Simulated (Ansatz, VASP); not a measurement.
Two plane-wave programs on Ti

```
Ti
1.0
     2.72960    0.00000    0.00000
    -1.36480    2.36390    0.00000
     0.00000    0.00000    5.00950
Ti
2
Cartesian
  0.0000 1.5759 1.2524
  1.3648 0.7880 3.7571
```

Alike in both runs: task single point; functional r2SCAN; k mesh 18 × 18 × 10; no spin polarisation.

```csv
,VASP,Ansatz
version,VASP 6.6.1,Ansatz 0.2.0
potentials or method,"VASP PAW PBE potentials, release 64 (Ti_sv), cutoff 520 eV","scalar-relativistic, plane waves, PAW"
occupations,"methfessel-paxton of order 1, width 0.05 eV","cold, width 0.05 eV"
valence electrons in the cell,24,24
```

```csv
,VASP,Ansatz,Ansatz less VASP
gap on the k mesh at the Fermi level (eV),none,none,-
pressure (GPa),9.1,8.6,-0.47
"traceless stress, the component that is largest in VASP (GPa)",-12.33,-12.25,+0.082
```

VASP's potentials were made for PBE, not for r2SCAN. A gap of «none» marks a metal or a gap that the smearing closes.
